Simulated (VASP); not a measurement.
Write the native input for VASP 6.6.1 that does the following.

```
Task                   : single point
Functional             : r2SCAN
Potentials or basis    : VASP PAW PBE potentials, release 64 (Cd_sv_GW, S)
Cutoff                 : 700 eV
k mesh                 : 8 × 8 × 8
Occupations            : fermi-dirac, width 0.02 eV
Spin                   : no spin polarisation
Dipole correction      : no
Further INCAR settings : ALGO = Normal; EDIFF = 1e-06; NBANDS = 20
```

The system is CdS.

```
CELL_PARAMETERS angstrom
-0.10743 2.61934 2.61934
2.61934 -0.10743 2.61934
2.61934 2.61934 -0.10743
ATOMIC_POSITIONS crystal
Cd 0.00000 0.00000 0.00000
S 0.50000 0.50000 0.50000
```

This cell differs from its parent crystal: strain along [111] -5.9%.

The input as run:

POSCAR

```
CdS
1.0
   -0.1074349958      2.6193415484      2.6193415484
    2.6193415484     -0.1074349958      2.6193415484
    2.6193415484      2.6193415484     -0.1074349958
Cd S
1 1
Direct
    0.0000000000      0.0000000000      0.0000000000
    0.5000000000      0.5000000000      0.5000000000
```

INCAR.step1

```
SYSTEM = CdS
PREC     = Accurate       ! precision mode
ENCUT    = 700            ! plane-wave cutoff, eV
ISMEAR   = -1             ! smearing method
SIGMA    = 0.02           ! smearing width, eV
LREAL    = .FALSE.        ! projectors in reciprocal space
LASPH    = .TRUE.         ! aspherical terms in the spheres
NELM     = 120            ! most SCF steps
NBANDS   = 20             ! bands
GGA      = PE             ! functional
ALGO     = Normal         ! electronic algorithm
EDIFF    = 1E-5           ! SCF threshold, eV
LWAVE    = .TRUE.         ! write WAVECAR
LCHARG   = .FALSE.        ! write CHGCAR
GGA_COMPAT= .FALSE.
```

INCAR.step2

```
SYSTEM = CdS
PREC     = Accurate       ! precision mode
ENCUT    = 700            ! plane-wave cutoff, eV
EDIFF    = 1E-6           ! SCF threshold, eV
ISMEAR   = -1             ! smearing method
SIGMA    = 0.02           ! smearing width, eV
LREAL    = .FALSE.        ! projectors in reciprocal space
LASPH    = .TRUE.         ! aspherical terms in the spheres
NELM     = 120            ! most SCF steps
ALGO     = Normal         ! electronic algorithm
ISIF     = 2              ! what is computed and relaxed
LWAVE    = .FALSE.        ! write WAVECAR
LCHARG   = .TRUE.         ! write CHGCAR
METAGGA  = R2SCAN         ! meta-GGA
LMIXTAU  = .TRUE.       
LELF     = .TRUE.         ! ELF
LVHAR    = .TRUE.       
NBANDS   = 20             ! bands
ISTART   = 1            
GGA_COMPAT= .FALSE.
```

KPOINTS

```
regular mesh
0
G
  8 8 8
  0 0 0
```

Potentials or basis: VASP PAW PBE potentials, release 64 (Cd_sv_GW, S).

Command:

```console
$ cat potpaw_PBE.64/Cd_sv_GW/POTCAR potpaw_PBE.64/S/POTCAR > POTCAR
$ cp INCAR.step1 INCAR
$ mpirun -np 1 vasp_std > vasp.out
$ cp INCAR.step2 INCAR
$ mpirun -np 1 vasp_std > vasp.out
```

It gave:

The pressure is 5.6 GPa and the band gap on the k mesh is 0.63 eV (least direct gap 2.46 eV).

Caveat: the cell differs from its parent crystal (strain along [111] -5.9%); the cell stands under pressure; the structure was generated, so it needn't be the stable form of CdS; semilocal functionals underestimate gaps, and a narrow one can read as zero; the PAW data sets were made with another functional, which shifts forces and pressure a little.

Wall time 3 min on 1 thread of AMD EPYC 7R13 Processor (Zen 3) (shared host), peak memory 0.22 GiB.
